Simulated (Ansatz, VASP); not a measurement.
**Nb: VASP beside Ansatz**

INCAR

```
SYSTEM = Nb
PREC = Accurate
ENCUT = 520
EDIFF = 1E-7
ISMEAR = -1
SIGMA = 0.03
LREAL = .False.
LASPH = .True.
NELM = 60
ALGO = Normal
ISIF = 2
LWAVE = .False.
LCHARG = .True.
LELF = .True.
LVHAR = .True.
NBANDS = 12
```

Contents of KPOINTS:

```
regular mesh
0
Gamma
  13 13 13
  0 0 0
```

Contents of POSCAR:

```
Nb
1.0
    0.0000000000      2.0727000000      2.1150000000
    2.0727000000      0.0000000000      2.1150000000
    2.0727000000      2.0727000000      0.0000000000
Nb
1
Direct
    0.0000000000      0.0000000000      0.0000000000
```

Input for Ansatz:

```yaml
crystal:
  lattice:
    - [0.0, 2.0727, 2.115]
    - [2.0727, 0.0, 2.115]
    - [2.0727, 2.0727, 0.0]
  atoms:
    - { symbol: Nb, position: [0.0, 0.0, 0.0] }
kpoints:
  mp_grid: { grid: [13, 13, 13] }
  band_path:
    path:
      - [0.0, 0.0, 0.0]
      - [0.0, 0.5, 0.5]
      - [0.25, 0.75, 0.5]
      - [0.0, 0.5, 0.0]
      - [0.0, 0.0, 0.0]
      - [0.5, 0.5, 0.0]
      - [0.37005, 0.62995, 0.0]
      - [-0.37005, 0.37005, 0.0]
      - [0.0, 0.0, 0.0]
    npoints: 5
scf:
  occupations: { method: fermi_dirac, width: 0.03 }
hamiltonian:
  xc: lda
  pseudopotentials: { kind: all_electron, lapw: { basis_error: 0.0005 } }
output:
  forces: true
  stress: true
  eigenvalues: true
```

Change from the starting cell: equal xx and yy strain of -2 %.

Alike in both runs: task single point; functional LDA; k mesh 13 × 13 × 13; occupations fermi-dirac, width 0.03 eV; no spin polarisation.

|  | VASP | Ansatz |
| --- | --- | --- |
| version | VASP 6.6.1 | Ansatz 0.2.0 |
| potentials or method | VASP PAW LDA potentials, release 64 (Nb_sv), cutoff 520 eV | all-electron LAPW, scalar-relativistic |

```csv
,VASP,Ansatz,Ansatz less VASP
pressure (GPa),-4.2,-4.1,+0.12
"traceless stress, the component that is largest in VASP (GPa)",4.14,4.13,-0.006
```

LDA's correlation is that of Perdew and Zunger in VASP and of Perdew and Wang (1992) in Ansatz. Ansatz ran all-electron here, and VASP with PAW potentials.
